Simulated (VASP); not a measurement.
A run of VASP 6.6.1 is set up as follows.

File INCAR:

```
SYSTEM = BN
PREC = Accurate
ENCUT = 600
EDIFF = 1E-6
ISMEAR = 0
SIGMA = 0.01
LREAL = .FALSE.
LASPH = .TRUE.
NELM = 120
ALGO = Normal
ISIF = 2
LWAVE = .FALSE.
LCHARG = .TRUE.
GGA = PE
LELF = .TRUE.
LVHAR = .TRUE.
NBANDS = 11
GGA_COMPAT = .FALSE.
```

Contents of KPOINTS:

```
Automatic mesh
0
G
  4 4 4
  0 0 0
```

POSCAR

```
BN
1.0
    0.0000000000      1.8048245542      1.8048245542
    1.8048245542      0.0000000000      1.8048245542
    1.8048245542      1.8048245542      0.0000000000
B N
1 1
Direct
    0.0000000000      0.0000000000      0.0000000000
    0.2500000000      0.2500000000      0.2500000000
```

Potentials or basis: VASP PAW PBE potentials, release 64 (B, N).

Run with:

```sh
$ cat potpaw_PBE.64/B/POTCAR potpaw_PBE.64/N/POTCAR > POTCAR
$ mpirun -np 1 vasp_std > vasp.out
```

What does it give for the band gap on the k mesh?

4.44 eV, indirect (least direct gap 8.81 eV).

Predict the pressure.

5.4 GPa.

Caveat: the k points lie up to 0.75 Å⁻¹ apart. A k mesh can miss the band edges.
